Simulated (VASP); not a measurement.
# Al (Im-3m) in VASP: notebook

The runs below take Al through single point, with PBEsol.

Program: VASP 6.6.1. These are calculated values, not measurements. Logs are shortened: lines on timing, memory, paths and dates and some standing lists are left out, and cuts for length are marked.

## (1) The cell of the first run

It takes space group Im-3m (No. 229, cubic). Conventional cell: a = 3.095 Å, b = 3.095 Å, c = 3.095 Å, α = 90.00°, β = 90.00°, γ = 90.00°. Within 3.5 Å of Al (site symmetry m-3m) lie 14 Al at 2.68 to 3.10 Å.

## (2) Single point, PBEsol

INCAR

```
PREC = Accurate
ENCUT = 520
EDIFF = 1E-7
ISMEAR = -1
SIGMA = 0.1
LREAL = F
LASPH = T
NELM = 60
ALGO = Normal
ISIF = 2
LWAVE = F
LCHARG = F
GGA = PS
NBANDS = 8
```

KPOINTS

```
Automatic mesh
0
Gamma
  13 13 13
```

POSCAR

```
Al
1.0
   -1.5476027921      1.5476027921      1.5476027921
    1.5476027921     -1.5476027921      1.5476027921
    1.5476027921      1.5476027921     -1.5476027921
Al
1
Direct
    0.0000000000      0.0000000000      0.0000000000
```

Potentials or basis: VASP PAW PBE potentials, release 64 (Al).

Launch:

```sh
> cat potpaw_PBE.64/Al/POTCAR > POTCAR
> mpirun -np 1 vasp_std > vasp.out
```

OUTCAR:

```text
PREC = Accurate
   ENCUT = 520
   EDIFF = 1E-7
   ISMEAR = -1
   LREAL = F
   LASPH = T
   NELM = 60
   ISIF = 2
   GGA = PS

 ion  position               nearest neighbor table
   1  0.000  0.000  0.000-

  LATTYP: Found a body centered cubic cell.
 ALAT       =     3.0952055842

  Lattice vectors:

 A1 = (  -1.5476027921,   1.5476027921,   1.5476027921)
 A2 = (   1.5476027921,  -1.5476027921,   1.5476027921)
 A3 = (   1.5476027921,   1.5476027921,  -1.5476027921)

Analysis of symmetry for initial positions (statically):
=====================================================================
 Subroutine PRICEL returns:
 Original cell was already a primitive cell.

 Routine SETGRP: Setting up the symmetry group for a
 body centered cubic supercell.

 Subroutine GETGRP returns: Found 48 space group operations
 (whereof 48 operations were pure point group operations)
 out of a pool of 48 trial point group operations.

The static configuration has the point symmetry O_h .

Analysis of symmetry for dynamics (positions and initial velocities):
=====================================================================
 Subroutine PRICEL returns:
 Original cell was already a primitive cell.

 Routine SETGRP: Setting up the symmetry group for a
 body centered cubic supercell.

 Subroutine GETGRP returns: Found 48 space group operations
 (whereof 48 operations were pure point group operations)
 out of a pool of 48 trial point group operations.

The dynamic configuration has the point symmetry O_h .

 Subroutine INISYM returns: Found 48 space group operations
 (whereof 48 operations are pure point group operations),
 and found     1 'primitive' translations

----------------------------------------------------------------------------------------

                                     Primitive cell

  volume of cell :      14.8265

  direct lattice vectors                    reciprocal lattice vectors
    -1.547602792  1.547602792  1.547602792     0.000000000  0.323080317  0.323080317
     1.547602792 -1.547602792  1.547602792     0.323080317  0.000000000  0.323080317
     1.547602792  1.547602792 -1.547602792     0.323080317  0.323080317  0.000000000

  length of vectors
     2.680526666  2.680526666  2.680526666     0.456904565  0.456904565  0.456904565

  position of ions in fractional coordinates (direct lattice)
     0.000000000  0.000000000  0.000000000

  ion indices of the primitive-cell ions
   primitive index   ion index
                 1           1

----------------------------------------------------------------------------------------

 KPOINTS: Automatic mesh

Automatic generation of k-mesh.
 Grid dimensions read from file:
 generate k-points for:   13   13   13

 Generating k-lattice:

  Cartesian coordinates                     Fractional coordinates (reciprocal lattice)
     0.000000000  0.024852332  0.024852332     0.076923077  0.000000000  0.000000000
     0.024852332  0.000000000  0.024852332     0.000000000  0.076923077  0.000000000
     0.024852332  0.024852332  0.000000000     0.000000000  0.000000000  0.076923077

  Length of vectors
     0.035146505  0.035146505  0.035146505

  Shift w.r.t. Gamma in fractional coordinates (k-lattice)
     0.000000000  0.000000000  0.000000000

 Subroutine IBZKPT returns following result:
 ===========================================

 Found     84 irreducible k-points:

 Following reciprocal coordinates:
            Coordinates               Weight
  0.000000  0.000000  0.000000      1.000000
  0.076923  0.000000  0.000000     12.000000
  0.153846  0.000000  0.000000     12.000000
  0.230769  0.000000  0.000000     12.000000
  0.307692  0.000000  0.000000     12.000000
  0.384615  0.000000  0.000000     12.000000
[... 16 lines left out ...]
  0.153846  0.076923  0.076923     24.000000
  0.230769  0.076923  0.076923     24.000000
 [... further k-points ...]
   k-points           NKPTS =     84   k-points in BZ     NKDIM =     84   number of bands    NBANDS=      8
   number of dos      NEDOS =    301   number of ions     NIONS =      1
   total plane-waves  NPLWV =   8000
   dimension x,y,z NGX =    20 NGY =   20 NGZ =   20
   dimension x,y,z NGXF=    40 NGYF=   40 NGZF=   40
   ions per type =               1
   NGX,Y,Z   is equivalent  to a cutoff of  12.40, 12.40, 12.40 a.u.
   NGXF,Y,Z  is equivalent  to a cutoff of  24.81, 24.81, 24.81 a.u.
 SYSTEM =  unknown system
   PREC   = accura    normal or accurate (medium, high low for compatibility)
   ISTART =      0    job   : 0-new  1-cont  2-samecut
   ICHARG =      2    charge: 1-file 2-atom 10-const
   ISPIN  =      1    spin polarized calculation?
   LNONCOLLINEAR =      F non collinear calculations
   LSORBIT =      F    spin-orbit coupling
   LASPH  =      T    aspherical Exc in radial PAW
   ENCUT  =  520.0 eV  38.22 Ry    6.18 a.u.   4.98  4.98  4.98*2*pi/ulx,y,z
   NELM   =     60;   NELMIN=  2; NELMDL= -5     # of ELM steps
   EDIFF  = 0.1E-06   stopping-criterion for ELM
   LREAL  =      F    real-space projection
   EDIFFG = 0.1E-05   stopping-criterion for IOM
   NSW    =      0    number of steps for IOM
   IBRION =     -1    ionic relax: 0-MD 1-quasi-New 2-CG
   NFREE  =      0    steps in history (QN), initial steepest desc. (CG)
   ISIF   =      2    stress and relaxation
   ISYM   =      2    0-nonsym 1-usesym 2-fastsym
   POTIM  = 0.5000    time-step for ionic-motion
   TEBEG  =    0.0;   TEEND  =   0.0 temperature during run
   PSTRESS=    0.0 pullay stress
   NELECT =       3.0000    total number of electrons
   NUPDOWN=      -1.0000    fix difference up-down
   EMIN   =  10.00;   EMAX   =-10.00  energy-range for DOS
   EFERMI =   0.00;   METHOD = LEGACY
   ISMEAR =    -1;   SIGMA  =   0.10  broadening in eV -4-tet -1-fermi 0-gaus
   EFERMI_NEDOS =   21; number of points for ismear=-14 and -15
   IALGO  =     38    algorithm
   IMIX   =      4    mixing-type and parameters
     AMIX     =   0.40;   BMIX     =  1.00
     AMIX_MAG =   1.60;   BMIX_MAG =  1.00
  volume/ion in A,a.u.               =      14.83       100.05
  Fermi-wavevector in a.u.,A,eV,Ry     =   0.961101  1.816218 12.567910  0.923715
  Thomas-Fermi vector in A             =   2.090444
   LORBIT       =      0    0 simple, 1 ext, 2 COOP (PROOUT), +10 PAW based schemes
   GGA     = PS    functional components
   LHFCALC =     F    Hartree Fock is set to
   AEXX    =    0.0000 exact exchange contribution
   IVDW    =     0    specifies the selected vdW correction
   LEPSILON=     F    determine dielectric tensor
   LRPA    =     F    only Hartree local field effects (RPA)
 non-spin polarized calculation
  energy-cutoff  :      520.00
  volume of cell :       14.83
 maximum number of plane-waves:       414
   NGX =  9   NGY =  9   NGZ =  9

 number of electron       3.0000000 magnetization

 Free energy of the ion-electron system (eV)
  ---------------------------------------------------
  ext. energy  EPLUGINS =         0.00000000
  ---------------------------------------------------
  free energy    TOTEN  =        -3.95133287 eV

  energy without entropy =       -3.93993209  energy(sigma->0) =       -3.94563248

 E-fermi :   9.1462     XC(G=0): -10.6577

 val. band max:        9.0888620989   @ k =  -0.3846  -0.3846   0.0769
 cond. band min:       9.1733781312   @ k =  -0.3846   0.3846   0.1538
 fundamental gap:      0.0845160324
 Fermi energy:         9.1462005605

 k-point     1 :       0.0000    0.0000    0.0000
  band No.  band energies     occupation
      1      -2.7749      2.00000
      2      23.0211      0.00000
      3      23.0211      0.00000
      4      23.0211      0.00000
      5      25.4402      0.00000
      6      25.4402      0.00000
      7      25.4402      0.00000
      8      26.2537      0.00000

 k-point     2 :       0.0769    0.0000    0.0000
  band No.  band energies     occupation
      1      -2.5923      2.00000
      2      21.1549      0.00000
      3      22.1416      0.00000
      4      22.3044      0.00000
      5      24.3969      0.00000
      6      25.0879      0.00000
      7      25.9275      0.00000
      8      26.6118      0.00000

 k-point     3 :       0.1538    0.0000    0.0000
  band No.  band energies     occupation
      1      -2.0458      2.00000
      2      17.8384      0.00000
      3      20.8729      0.00000
      4      20.9688      0.00000
      5      22.9738      0.00000
      6      24.0833      0.00000
      7      26.6979      0.00000
      8      27.0872      0.00000

 k-point     4 :       0.2308    0.0000    0.0000
  band No.  band energies     occupation
      1      -1.1403      2.00000
      2      14.4958      0.00000
      3      19.7038      0.00000
      4      19.7961      0.00000
      5      21.7572      0.00000
      6      23.1699      0.00000
      7      27.7373      0.00000
      8      27.7748      0.00000

 k-point     5 :       0.3077    0.0000    0.0000
  band No.  band energies     occupation
      1       0.1163      2.00000
      2      11.3677      0.00000
      3      18.7002      0.00000
      4      18.9792      0.00000
      5      20.8276      0.00000
      6      22.3846      0.00000
      7      28.6978      0.00000
      8      29.0706      0.00000
[... 177 lines left out ...]
 k-point    22 :       0.0769    0.0769    0.0769
  band No.  band energies     occupation
      1      -1.6829      2.00000
      2      17.9011      0.00000
      3      17.9011      0.00000
      4      18.8026      0.00000
      5      25.7924      0.00000
      6      25.7924      0.00000
      7      26.6914      0.00000
      8      26.6914      0.00000

 k-point    23 :       0.1538    0.0769    0.0769
  band No.  band energies     occupation
      1      -0.7800      2.00000
      2      14.7515      0.00000
      3      16.5844      0.00000
      4      17.5146      0.00000
      5      25.2876      0.00000
      6      25.6892      0.00000
      7      27.7109      0.00000
      8      27.8208      0.00000

 k-point    24 :       0.2308    0.0769    0.0769
  band No.  band energies     occupation
      1       0.4729      2.00000
      2      11.6696      0.00000
      3      15.5793      0.00000
      4      16.6059      0.00000
      5      24.5020      0.00000
      6      25.1108      0.00000
      7      28.8914      0.00000
      8      29.2010      0.00000

 [... further k-points ...]

------------------------ aborting loop because EDIFF is reached ----------------------------------------

  FORCE on cell =-STRESS in cart. coord.  units (eV):
  Direction    XX          YY          ZZ          XY          YZ          ZX
  --------------------------------------------------------------------------------------
  -------------------------------------------------------------------------------------
  Total        0.9663513      0.9663513      0.9663513      0.0000000      0.0000000      0.0000000
  in kB      104.4256273    104.4256273    104.4256273      0.0000000      0.0000000      0.0000000
  external PRESSURE =     104.4256273 kB  Pullay stress =       0.0000000 kB

 VOLUME and BASIS-vectors are now :
 -----------------------------------------------------------------------------
  energy-cutoff  :      520.00
  volume of cell :       14.83
      direct lattice vectors                 reciprocal lattice vectors
    -1.547602792  1.547602792  1.547602792     0.000000000  0.323080317  0.323080317
     1.547602792 -1.547602792  1.547602792     0.323080317  0.000000000  0.323080317
     1.547602792  1.547602792 -1.547602792     0.323080317  0.323080317  0.000000000

 POSITION                                       TOTAL-FORCE (eV/Angst)
 -----------------------------------------------------------------------------------
      0.00000      0.00000      0.00000         0.000000     -0.000000      0.000000
 -----------------------------------------------------------------------------------
    total drift:                                0.000000      0.000000     -0.000000

  FREE ENERGIE OF THE ION-ELECTRON SYSTEM (eV)
  ---------------------------------------------------
  free  energy   TOTEN  =        -3.9513328723 eV

  energy  without entropy=       -3.9399320886  energy(sigma->0) =       -3.94563248
```

Wall time 5 s (1 thread of Intel Xeon Platinum 8559C (Emerald Rapids), shared host); peak memory 0.12 GiB.

Results:

```
Free energy : -3.9513 eV
Pressure    : 10.4 GPa
```

Caveat: the PAW data sets were made with another functional, which shifts forces and pressure a little.

(Part 1 of 2 ends here.)
